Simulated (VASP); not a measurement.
# SiC (P6_3mc) in VASP: a series of runs

SiC is run at these levels: PBE; tasks: single point.

Everything below comes from runs of VASP 6.6.1. Logs are shortened: lines on timing, memory, paths and dates and some standing lists are left out, and cuts for length are marked.

### 1 The cell of the first run

Symmetry: P6_3mc, No. 186, hexagonal system. Conventional cell: a = 3.106 Å, b = 3.106 Å, c = 5.040 Å, α = 90.00°, β = 90.00°, γ = 120.00°. Within 2.5 Å of Si (site symmetry 3m) lie 4 C at 1.90 Å. Within 2.5 Å of C (site symmetry 3m) lie 4 Si at 1.90 Å.

### 2 Single point, PBE (epitaxial xy strain +1.0%)

INCAR reads:

```
SYSTEM = SiC
ALGO = Normal
EDIFF = 1E-7
ENCUT = 520
GGA = PE
ISIF = 2
ISMEAR = -1
LASPH = .True.
LCHARG = .True.
LELF = .True.
LREAL = .False.
LVHAR = .True.
LWAVE = .False.
NBANDS = 16
NELM = 80
PREC = Accurate
SIGMA = 0.02
```

KPOINTS reads:

```
k-points
0
Gamma
  12 12 6
  0 0 0
```

POSCAR reads:

```
SiC
1.0
    3.1061098016      0.0000000000      0.0000000000
   -1.5530549008      2.6899699951      0.0000000000
    0.0000000000      0.0000000000      5.0400368703
Si C
2 2
Direct
    0.3333333333      0.6666666667     -0.0009413781
    0.6666666667      0.3333333333      0.4990586219
    0.3333333333      0.6666666667      0.3759413781
    0.6666666667      0.3333333333      0.8759413781
```

Potentials or basis: VASP PAW PBE potentials, release 64 (Si, C).

Launch:

```sh
> cat potpaw_PBE.64/Si/POTCAR potpaw_PBE.64/C/POTCAR > POTCAR
> mpirun -np 1 vasp_std > vasp.out
```

OUTCAR:

```text
SYSTEM = SiC
   EDIFF = 1E-7
   ENCUT = 520
   GGA = PE
   ISIF = 2
   ISMEAR = -1
   LASPH = .True.
   LREAL = .False.
   NELM = 80
   PREC = Accurate

 ion  position               nearest neighbor table
   1  0.333  0.667  0.999-   4 1.90   4 1.90   4 1.90   3 1.90   2 3.09   2 3.09   2 3.09   2 3.09
                             2 3.09   2 3.09
   2  0.667  0.333  0.499-   3 1.90   3 1.90   3 1.90   4 1.90   1 3.09   1 3.09   1 3.09   1 3.09
                             1 3.09   1 3.09
   3  0.333  0.667  0.376-   2 1.90   2 1.90   2 1.90   1 1.90
   4  0.667  0.333  0.876-   1 1.90   1 1.90   1 1.90   2 1.90

  LATTYP: Found a hexagonal cell.
 ALAT       =     3.1061098016
 C/A-ratio  =     1.6226203168

  Lattice vectors:

 A1 = (   3.1061098016,   0.0000000000,   0.0000000000)
 A2 = (  -1.5530549008,   2.6899699951,   0.0000000000)
 A3 = (   0.0000000000,   0.0000000000,   5.0400368703)

Analysis of symmetry for initial positions (statically):
=====================================================================
 Subroutine PRICEL returns:
 Original cell was already a primitive cell.

 Routine SETGRP: Setting up the symmetry group for a
 hexagonal supercell.

 Subroutine GETGRP returns: Found 12 space group operations
 (whereof  6 operations were pure point group operations)
 out of a pool of 24 trial point group operations.

The static configuration has the point symmetry C_3v.
 The point group associated with its full space group is C_6v.

Analysis of symmetry for dynamics (positions and initial velocities):
=====================================================================
 Subroutine PRICEL returns:
 Original cell was already a primitive cell.

 Routine SETGRP: Setting up the symmetry group for a
 hexagonal supercell.

 Subroutine GETGRP returns: Found 12 space group operations
 (whereof  6 operations were pure point group operations)
 out of a pool of 24 trial point group operations.

The dynamic configuration has the point symmetry C_3v.
 The point group associated with its full space group is C_6v.

 Subroutine INISYM returns: Found 12 space group operations
 (whereof  6 operations are pure point group operations),
 and found     1 'primitive' translations

----------------------------------------------------------------------------------------

                                     Primitive cell

  volume of cell :      42.1112

  direct lattice vectors                    reciprocal lattice vectors
     3.106109802  0.000000000  0.000000000     0.321946120  0.185875679  0.000000000
    -1.553054901  2.689969995  0.000000000     0.000000000  0.371751358  0.000000000
     0.000000000  0.000000000  5.040036870     0.000000000  0.000000000  0.198411247

  length of vectors
     3.106109802  3.106109802  5.040036870     0.371751358  0.371751358  0.198411247

  position of ions in fractional coordinates (direct lattice)
     0.333333333  0.666666667  0.999058622
     0.666666667  0.333333333  0.499058622
     0.333333333  0.666666667  0.375941378
     0.666666667  0.333333333  0.875941378

  ion indices of the primitive-cell ions
   primitive index   ion index
                 1           1
                 2           2
                 3           3
                 4           4

----------------------------------------------------------------------------------------

 KPOINTS: k-points

Automatic generation of k-mesh.
 Grid dimensions read from file:
 generate k-points for:   12   12    6

 Generating k-lattice:

  Cartesian coordinates                     Fractional coordinates (reciprocal lattice)
     0.026828843  0.015489640  0.000000000     0.083333333  0.000000000  0.000000000
     0.000000000  0.030979280  0.000000000     0.000000000  0.083333333  0.000000000
     0.000000000  0.000000000  0.033068541     0.000000000  0.000000000  0.166666667

  Length of vectors
     0.030979280  0.030979280  0.033068541

  Shift w.r.t. Gamma in fractional coordinates (k-lattice)
     0.000000000  0.000000000  0.000000000

 Subroutine IBZKPT returns following result:
 ===========================================

 Found     76 irreducible k-points:

 Following reciprocal coordinates:
            Coordinates               Weight
  0.000000  0.000000  0.000000      1.000000
  0.083333  0.000000  0.000000      6.000000
  0.166667  0.000000  0.000000      6.000000
  0.250000  0.000000  0.000000      6.000000
  0.333333 -0.000000  0.000000      6.000000
  0.416667 -0.000000  0.000000      6.000000
[... 16 lines left out ...]
  0.250000  0.000000  0.166667     12.000000
  0.333333 -0.000000  0.166667     12.000000
 [... further k-points ...]
   k-points           NKPTS =     76   k-points in BZ     NKDIM =     76   number of bands    NBANDS=     16
   number of dos      NEDOS =    301   number of ions     NIONS =      4
   total plane-waves  NPLWV =  23040
   dimension x,y,z NGX =    24 NGY =   24 NGZ =   40
   dimension x,y,z NGXF=    48 NGYF=   48 NGZF=   80
   ions per type =               2   2
   NGX,Y,Z   is equivalent  to a cutoff of  12.85, 12.85, 13.19 a.u.
   NGXF,Y,Z  is equivalent  to a cutoff of  25.69, 25.69, 26.39 a.u.
 SYSTEM =  SiC
   PREC   = accura    normal or accurate (medium, high low for compatibility)
   ISTART =      0    job   : 0-new  1-cont  2-samecut
   ICHARG =      2    charge: 1-file 2-atom 10-const
   ISPIN  =      1    spin polarized calculation?
   LNONCOLLINEAR =      F non collinear calculations
   LSORBIT =      F    spin-orbit coupling
   LASPH  =      T    aspherical Exc in radial PAW
   ENCUT  =  520.0 eV  38.22 Ry    6.18 a.u.   5.78  5.78  9.37*2*pi/ulx,y,z
   NELM   =     80;   NELMIN=  2; NELMDL= -5     # of ELM steps
   EDIFF  = 0.1E-06   stopping-criterion for ELM
   LREAL  =      F    real-space projection
   EDIFFG = 0.1E-05   stopping-criterion for IOM
   NSW    =      0    number of steps for IOM
   IBRION =     -1    ionic relax: 0-MD 1-quasi-New 2-CG
   NFREE  =      0    steps in history (QN), initial steepest desc. (CG)
   ISIF   =      2    stress and relaxation
   ISYM   =      2    0-nonsym 1-usesym 2-fastsym
   POTIM  = 0.5000    time-step for ionic-motion
   TEBEG  =    0.0;   TEEND  =   0.0 temperature during run
   PSTRESS=    0.0 pullay stress
   NELECT =      16.0000    total number of electrons
   NUPDOWN=      -1.0000    fix difference up-down
   EMIN   =  10.00;   EMAX   =-10.00  energy-range for DOS
   EFERMI =   0.00;   METHOD = LEGACY
   ISMEAR =    -1;   SIGMA  =   0.02  broadening in eV -4-tet -1-fermi 0-gaus
   EFERMI_NEDOS =   21; number of points for ismear=-14 and -15
   IALGO  =     38    algorithm
   IMIX   =      4    mixing-type and parameters
     AMIX     =   0.40;   BMIX     =  1.00
     AMIX_MAG =   1.60;   BMIX_MAG =  1.00
  volume/ion in A,a.u.               =      10.53        71.05
  Fermi-wavevector in a.u.,A,eV,Ry     =   1.185720  2.240686 19.128868  1.405932
  Thomas-Fermi vector in A             =   2.321908
   LORBIT       =      0    0 simple, 1 ext, 2 COOP (PROOUT), +10 PAW based schemes
   GGA     = PE    functional components
   LHFCALC =     F    Hartree Fock is set to
   AEXX    =    0.0000 exact exchange contribution
   IVDW    =     0    specifies the selected vdW correction
   LEPSILON=     F    determine dielectric tensor
   LRPA    =     F    only Hartree local field effects (RPA)
 non-spin polarized calculation
  energy-cutoff  :      520.00
  volume of cell :       42.11
 maximum number of plane-waves:      1152
 NGX is ok and might be reduce to    24
   NGX = 11   NGY = 11   NGZ = 19

 number of electron      16.0000001 magnetization

 Free energy of the ion-electron system (eV)
  ---------------------------------------------------
  ext. energy  EPLUGINS =         0.00000000
  ---------------------------------------------------
  free energy    TOTEN  =       -30.10458526 eV

  energy without entropy =      -30.10458526  energy(sigma->0) =      -30.10458526

 E-fermi :   8.4404     XC(G=0): -11.2711

 val. band max:        8.0321258712   @ k =   0.0000   0.0000   0.0000
 cond. band min:      10.4180340345   @ k =   0.3333   0.3333   0.0000
 fundamental gap:      2.3859081633
 Fermi energy:         8.4404319858

 k-point     1 :       0.0000    0.0000    0.0000
  band No.  band energies     occupation
      1      -7.3698      2.00000
      2      -3.7845      2.00000
      3      -0.5034      2.00000
      4       6.6713      2.00000
      5       6.6713      2.00000
      6       8.0187      2.00000
[... 8 lines left out ...]
     15      16.8556      0.00000
     16      19.3081      0.00000

 k-point     2 :       0.0833    0.0000    0.0000
  band No.  band energies     occupation
      1      -7.2520      2.00000
      2      -3.6848      2.00000
      3      -0.3959      2.00000
      4       5.9931      2.00000
      5       6.4656      2.00000
      6       7.5718      2.00000
[... 8 lines left out ...]
     15      17.1563      0.00000
     16      18.3631      0.00000

 k-point     3 :       0.1667    0.0000    0.0000
  band No.  band energies     occupation
      1      -6.9019      2.00000
      2      -3.3951      2.00000
      3      -0.0832      2.00000
      4       4.5302      2.00000
      5       5.9990      2.00000
      6       6.4714      2.00000
[... 8 lines left out ...]
     15      17.5071      0.00000
     16      17.8184      0.00000

 k-point     4 :       0.2500    0.0000    0.0000
  band No.  band energies     occupation
      1      -6.3308      2.00000
      2      -2.9540      2.00000
      3       0.3836      2.00000
      4       2.9536      2.00000
      5       5.1122      2.00000
      6       5.4920      2.00000
[... 8 lines left out ...]
     15      17.9858      0.00000
     16      18.6857      0.00000

 k-point     5 :       0.3333   -0.0000    0.0000
  band No.  band energies     occupation
      1      -5.5666      2.00000
      2      -2.4886      2.00000
      3       0.6670      2.00000
      4       1.9250      2.00000
      5       3.7343      2.00000
      6       5.0723      2.00000
[... 8 lines left out ...]
     15      18.8265      0.00000
     16      19.9222      0.00000

 k-point     6 :       0.4167   -0.0000    0.0000
  band No.  band energies     occupation
      1      -4.6947      2.00000
      2      -2.3841      2.00000
      3       0.3292      2.00000
      4       2.2045      2.00000
      5       2.5748      2.00000
      6       4.8021      2.00000
[... 8 lines left out ...]
     15      19.0609      0.00000
     16      20.1423      0.00000
[... 267 lines left out ...]
 k-point    21 :       0.0833    0.0000    0.1667
  band No.  band energies     occupation
      1      -7.1162      2.00000
      2      -4.2277      2.00000
      3       0.3606      2.00000
      4       6.0864      2.00000
      5       6.5488      2.00000
      6       7.0669      2.00000
[... 8 lines left out ...]
     15      16.8577      0.00000
     16      18.8259      0.00000

 k-point    22 :       0.1667    0.0000    0.1667
  band No.  band energies     occupation
      1      -6.7672      2.00000
      2      -3.9200      2.00000
      3       0.6339      2.00000
      4       4.6565      2.00000
      5       6.0850      2.00000
      6       6.0913      2.00000
[... 8 lines left out ...]
     15      17.6463      0.00000
     16      18.2494      0.00000

 k-point    23 :       0.2500    0.0000    0.1667
  band No.  band energies     occupation
      1      -6.1982      2.00000
      2      -3.4394      2.00000
      3       0.9710      2.00000
      4       3.1709      2.00000
      5       4.7152      2.00000
      6       5.5909      2.00000
[... 8 lines left out ...]
     15      18.6466      0.00000
     16      18.7538      0.00000

 k-point    24 :       0.3333   -0.0000    0.1667
  band No.  band energies     occupation
      1      -5.4381      2.00000
      2      -2.8792      2.00000
      3       0.7631      2.00000
      4       2.5131      2.00000
      5       3.3188      2.00000
      6       5.1754      2.00000
[... 8 lines left out ...]
     15      19.2638      0.00000
     16      19.9177      0.00000

 [... further k-points ...]

------------------------ aborting loop because EDIFF is reached ----------------------------------------

  FORCE on cell =-STRESS in cart. coord.  units (eV):
  Direction    XX          YY          ZZ          XY          YZ          ZX
  --------------------------------------------------------------------------------------
  -------------------------------------------------------------------------------------
  Total       -0.6379709     -0.6379709      0.8291277      0.0000000      0.0000000      0.0000000
  in kB      -24.2724433    -24.2724433     31.5452552      0.0000000      0.0000000      0.0000000
  external PRESSURE =      -5.6665438 kB  Pullay stress =       0.0000000 kB

 VOLUME and BASIS-vectors are now :
 -----------------------------------------------------------------------------
  energy-cutoff  :      520.00
  volume of cell :       42.11
      direct lattice vectors                 reciprocal lattice vectors
     3.106109802  0.000000000  0.000000000     0.321946120  0.185875679  0.000000000
    -1.553054901  2.689969995  0.000000000     0.000000000  0.371751358  0.000000000
     0.000000000  0.000000000  5.040036870     0.000000000  0.000000000  0.198411247

 POSITION                                       TOTAL-FORCE (eV/Angst)
 -----------------------------------------------------------------------------------
     -0.00000      1.79331      5.03529         0.000000     -0.000000     -0.012007
      1.55305      0.89666      2.51527        -0.000000      0.000000     -0.012007
     -0.00000      1.79331      1.89476         0.000000     -0.000000      0.012007
      1.55305      0.89666      4.41478        -0.000000      0.000000      0.012007
 -----------------------------------------------------------------------------------
    total drift:                               -0.000000      0.000000      0.000452

  FREE ENERGIE OF THE ION-ELECTRON SYSTEM (eV)
  ---------------------------------------------------
  free  energy   TOTEN  =       -30.1045852560 eV

  energy  without entropy=      -30.1045852560  energy(sigma->0) =      -30.10458526
```

It took 20 s on 1 thread of Intel Xeon 6975P-C (Granite Rapids), shared host; peak memory 0.17 GiB.

Results:

- Free energy: -30.1046 eV
- Pressure: -0.6 GPa
- Largest force: 0.012 eV/Å
- Band gap on the k mesh: 2.39 eV (least direct gap 3.84 eV)

Forces in eV/Å, atoms in the order of the input:
```
Si   0.000  0.000 -0.012
Si   0.000  0.000 -0.012
C    0.000  0.000  0.012
C    0.000  0.000  0.012
```

Stress tensor (GPa, compression positive):
```
-2.43  0.00  0.00
 0.00 -2.43  0.00
 0.00  0.00  3.15
```

Levels at points of the mesh, in eV from the valence-band top:
| k point | band 6 | band 7 | band 8 | band 9 | band 10 | band 11 |
| --- | --- | --- | --- | --- | --- | --- |
| (0.00, 0.00, 0.00) | -0.01 | 0.00 | 0.00 | 4.50 | 6.18 | 6.49 |
| (0.50, 0.00, 0.00) | -3.32 | -3.20 | -1.16 | 2.68 | 4.31 | 6.76 |
| (0.00, 0.00, 0.50) | -0.74 | -0.74 | -0.74 | 5.63 | 5.63 | 7.19 |
| (0.50, 0.00, 0.50) | -2.43 | -2.22 | -2.22 | 3.30 | 3.30 | 5.24 |

Caveat: the cell differs from its parent crystal (epitaxial xy strain +1.0%).

### 3 Single point, PBE (epitaxial xy strain +2.0%)

INCAR reads:

```
SYSTEM = SiC
PREC = Accurate
ENCUT = 520
EDIFF = 1E-6
ISMEAR = -1
SIGMA = 0.02
LREAL = .False.
LASPH = .True.
NELM = 100
ALGO = Normal
ISIF = 2
LWAVE = .False.
LCHARG = .False.
GGA = PE
NBANDS = 16
```

KPOINTS reads:

```
regular mesh
0
Gamma
  12 12 6
  0 0 0
```

POSCAR reads:

```
SiC
1.0
    3.1368633640      0.0000000000      0.0000000000
   -1.5684316820      2.7166033614      0.0000000000
    0.0000000000      0.0000000000      5.0321377631
Si C
2 2
Direct
    0.3333333333      0.6666666667     -0.0014138072
    0.6666666667      0.3333333333      0.4985861928
    0.3333333333      0.6666666667      0.3764138072
    0.6666666667      0.3333333333      0.8764138072
```

Potentials or basis: VASP PAW PBE potentials, release 64 (Si, C).

Launch:

```sh
> cat potpaw_PBE.64/Si/POTCAR potpaw_PBE.64/C/POTCAR > POTCAR
> mpirun -np 1 vasp_std > vasp.out
```

Run time: 18 s. Hardware: 1 thread of Intel Xeon 6975P-C (Granite Rapids), shared host; peak memory 0.18 GiB.

Results (log left out):

```
Free energy            : -30.0766 eV
Pressure               : -4.2 GPa
Largest force          : 0.026 eV/Å
Band gap on the k mesh : 2.42 eV (least direct gap 3.71 eV)
```

Forces on the atoms (eV/Å):
```
Si   0.000  0.000 -0.026
Si   0.000  0.000 -0.026
C    0.000  0.000  0.026
C    0.000  0.000  0.026
```

Stress tensor (GPa, compression positive):
```
-7.87  0.00  0.00
 0.00 -7.87  0.00
 0.00  0.00  3.02
```

Levels at points of the mesh, in eV from the valence-band top:
| k point | band 4 | band 5 | band 6 | band 7 | band 8 | band 9 | band 10 | band 11 | band 12 | band 13 |
| --- | --- | --- | --- | --- | --- | --- | --- | --- | --- | --- |
| (0.00, 0.00, 0.00) | -1.47 | -1.47 | -0.07 | -0.07 | 0.00 | 4.12 | 6.01 | 6.25 | 6.25 | 7.60 |
| (0.50, 0.00, 0.00) | -6.12 | -5.33 | -3.40 | -3.20 | -1.19 | 2.52 | 4.32 | 6.57 | 6.92 | 10.11 |
| (0.00, 0.00, 0.50) | -4.20 | -0.83 | -0.83 | -0.83 | -0.83 | 5.30 | 5.30 | 6.97 | 6.97 | 6.97 |
| (0.50, 0.00, 0.50) | -8.13 | -2.49 | -2.49 | -2.19 | -2.19 | 3.24 | 3.24 | 5.17 | 5.17 | 10.17 |

Caveat: the cell differs from its parent crystal (epitaxial xy strain +2.0%); the cell stands under tension. A k mesh can miss the band edges.

### 4 Single point, PBE (epitaxial xy strain +3.0%)

INCAR reads:

```
SYSTEM = SiC
ALGO = Normal ; EDIFF = 1E-7
ENCUT = 520 ; GGA = PE
ISIF = 2 ; ISMEAR = -1
LASPH = .TRUE. ; LCHARG = .FALSE.
LREAL = .FALSE. ; LWAVE = .FALSE.
NBANDS = 16 ; NELM = 100
PREC = Accurate ; SIGMA = 0.02
```

KPOINTS reads:

```
k-points
0
G
  12 12 6
  0 0 0
```

POSCAR reads:

```
SiC
1.0
    3.1676169264      0.0000000000      0.0000000000
   -1.5838084632      2.7432367277      0.0000000000
    0.0000000000      0.0000000000      5.0245763781
Si C
2 2
Direct
    0.3333333333      0.6666666667     -0.0018225129
    0.6666666667      0.3333333333      0.4981774871
    0.3333333333      0.6666666667      0.3768225129
    0.6666666667      0.3333333333      0.8768225129
```

Launch:

```sh
> cat potpaw_PBE.64/Si/POTCAR potpaw_PBE.64/C/POTCAR > POTCAR
> mpirun -np 1 vasp_std > vasp.out
```

It took 21 s on 1 thread of Intel Xeon 6975P-C (Granite Rapids), shared host; peak memory 0.17 GiB.

It converged, with:

```yaml
Free_energy: -30.0211 eV
Pressure: -7.6 GPa
Largest_force: 0.041 eV/Å
Band_gap_on_the_k_mesh: 2.35 eV (least direct gap 3.58 eV)
```

Forces in eV/Å, atoms in the order of the input:
```
Si   0.000  0.000 -0.041
Si   0.000  0.000 -0.041
C    0.000  0.000  0.041
C    0.000  0.000  0.041
```

Stress tensor (GPa, compression positive):
```
-12.83   0.00   0.00
  0.00 -12.83   0.00
  0.00   0.00   2.91
```

Levels at points of the mesh, in eV from the valence-band top:
| k point | band 6 | band 7 | band 8 | band 9 | band 10 | band 11 |
| --- | --- | --- | --- | --- | --- | --- |
| (0.00, 0.00, 0.00) | -0.14 | -0.14 | 0.00 | 3.75 | 5.78 | 6.02 |
| (0.50, 0.00, 0.00) | -3.47 | -3.19 | -1.23 | 2.35 | 4.32 | 6.38 |
| (0.00, 0.00, 0.50) | -0.93 | -0.93 | -0.93 | 4.97 | 4.97 | 6.75 |
| (0.50, 0.00, 0.50) | -2.55 | -2.17 | -2.17 | 3.16 | 3.16 | 5.10 |

Caveat: the cell differs from its parent crystal (epitaxial xy strain +3.0%); the cell stands under tension. A k mesh can miss the band edges.

### 5 Summary

```csv
cell,gap on the mesh (eV),pressure (GPa),largest force (eV/Å)
"a = 3.106, b = 3.106, c = 5.040 Å, angles 90.0, 90.0, 120.0°, 4 atoms",2.39,-0.6,0.01
"a = 3.137, b = 3.137, c = 5.032 Å, angles 90.0, 90.0, 120.0°, 4 atoms",2.42,-4.2,0.03
"a = 3.168, b = 3.168, c = 5.025 Å, angles 90.0, 90.0, 120.0°, 4 atoms",2.35,-7.6,0.04
```

Alike in all rows: task single point; level PBE; potentials or basis VASP PAW PBE potentials, release 64 (Si, C); no spin polarisation; k mesh 12 × 12 × 6; cutoff (eV) 520; smearing fermi-dirac 0.02 eV.

Caveats: the cell stands under tension (at least some runs).

Absolute energies hang on the potentials; compare differences alone.
